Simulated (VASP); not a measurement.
Crystal: MnAs.

```xyz
4
Lattice="3.7100 0.0000 0.0000 -1.8550 3.2130 0.0000 0.0000 0.0000 5.6910" Properties=species:S:1:pos:R:3 pbc="T T T"
As    1.8550    1.0710    4.2683
As    0.0000    2.1420    1.4227
Mn    0.0000    0.0000    2.8455
Mn    0.0000    0.0000    0.0000
```

Base run:

| Property | Result |
| --- | --- |
| Program | VASP 6.6.1 |
| Functional | revPBE |
| Potentials or basis | VASP PAW PBE potentials, release 64 (As, Mn_pv) |
| Cutoff | 520 eV |
| k mesh | 8 × 8 × 5 |
| Occupations | fermi-dirac, width 0.05 eV |
| Spin | collinear spin, ferromagnetic start |
| Starting moments | [0.0, 0.0, 4.0, 4.0] μB |

Its results: pressure -0.8 GPa; net moment 6.36 μB per cell; site moments As -0.13; Mn +3.24 μB.

Task: After a change of settings the same cell gave: pressure 0.2 GPa; net moment 6.38 μB per cell; site moments As -0.13; Mn +3.26 μB. Which change was it?
A. functional from revPBE to PBE; occupations from fermi-dirac, width 0.05 eV to gaussian, width 0.011 eV
B. functional from revPBE to BLYP
C. functional from revPBE to RPBE
D. functional from revPBE to PBEsol

Result: C.

Caveats: the PAW data sets were made with another functional, which shifts forces and pressure a little; the run started ferromagnetic, and an antiferromagnetic order may lie lower in energy.
